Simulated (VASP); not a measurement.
Wanted: the native input for a VASP 6.6.1 run.

```yaml
Task: electric field gradients
Functional: PBEsol
Potentials_or_basis: VASP PAW PBE potentials, release 64 (Pd)
Cutoff: 520 eV
k_mesh: 12 × 12 × 7
Occupations: fermi-dirac, width 0.05 eV
Spin: no spin polarisation
Dipole_correction: no
Further_INCAR_settings: ALGO = Normal; EDIFF = 1e-08; NBANDS = 17
```

The structure of Pd lies in POSCAR:

```
Pd
1.0
    2.7983685316      0.0000000000      0.0000000000
   -1.3991842658      2.4234582375      0.0000000000
    0.0000000000      0.0000000000      4.5333570212
Pd
2
Direct
    0.3666666667      0.6833333333      0.2750000000
    0.6333333333      0.3166666667      0.7250000000
```

This cell differs from its parent crystal: shortest bond scaled by 1.1.

The input as run:

INCAR

```
SYSTEM = Pd
PREC     = Accurate       ! precision mode
ENCUT    = 520            ! plane-wave cutoff, eV
EDIFF    = 1E-8           ! SCF threshold, eV
ISMEAR   = -1             ! smearing method
SIGMA    = 0.05           ! smearing width, eV
LREAL    = .FALSE.        ! projectors in reciprocal space
LASPH    = .TRUE.         ! aspherical terms in the spheres
NELM     = 80             ! most SCF steps
ALGO     = Normal         ! electronic algorithm
ISIF     = 2              ! what is computed and relaxed
LWAVE    = .FALSE.        ! write WAVECAR
LCHARG   = .FALSE.        ! write CHGCAR
GGA      = PS             ! functional
LEFG     = .TRUE.       
NBANDS   = 17             ! bands
```

KPOINTS

```
Automatic mesh
0
G
  12 12 7
  0 0 0
```

Potentials or basis: VASP PAW PBE potentials, release 64 (Pd).

Launch:

```sh
$ cat potpaw_PBE.64/Pd/POTCAR > POTCAR
$ mpirun -np 1 vasp_std > vasp.out
```

Results of the run:

- Pressure: -3.3 GPa
- Largest force: 1.976 eV/Å
- Band gap on the k mesh: zero (band 10 reaches 9.25 eV, above the bottom of band 11 at 8.58 eV)

Caveat: the cell differs from its parent crystal (shortest bond scaled by 1.1); without QUAD_EFG the Cq values of the log hold for a quadrupole moment of 1 mb, not for the nuclei; the PAW data sets were made with another functional, which shifts forces and pressure a little.

It took 73 s on 1 thread of AMD EPYC 9R45 96-Core Processor (Zen 5), on a shared host, peak memory 0.21 GiB.
